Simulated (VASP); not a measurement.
Input of a VASP 6.6.1 run:

INCAR

```
ALGO = Normal
EDIFF = 1E-6
ENCUT = 500
GGA = CA
GGA_COMPAT = F
ISIF = 2
ISMEAR = -1
LASPH = T
LCHARG = F
LREAL = F
LWAVE = F
NBANDS = 17
NELM = 120
PREC = Accurate
SIGMA = 0.1
```

Contents of KPOINTS:

```
k-points
0
Gamma
  7 7 4
```

File POSCAR:

```
Pd
1.0
    2.7044744405      0.0000000000      0.0000000000
   -1.3522372202      2.3421435693      0.0000000000
    0.0000000000      0.0000000000      4.5015898641
Pd
2
Direct
    0.3333333333      0.6666666667      0.2500000000
    0.6666666667      0.3333333333      0.7500000000
```

Potentials or basis: VASP PAW LDA potentials, release 64 (Pd).

Launch:

```console
$ cat potpaw_LDA.64/Pd/POTCAR > POTCAR
$ mpirun -np 1 vasp_std > vasp.out
```

Q: Predict the pressure.

A: 0.3 GPa.

Q: Predict the band gap on the k mesh.

A: Zero (band 10 reaches 10.31 eV, above the bottom of band 11 at 9.47 eV).

Stress tensor (GPa, compression positive):
```
0.37 0.00 0.00
0.00 0.37 0.00
0.00 0.00 0.27
```

Caveat: the k points lie up to 0.38 Å⁻¹ apart.
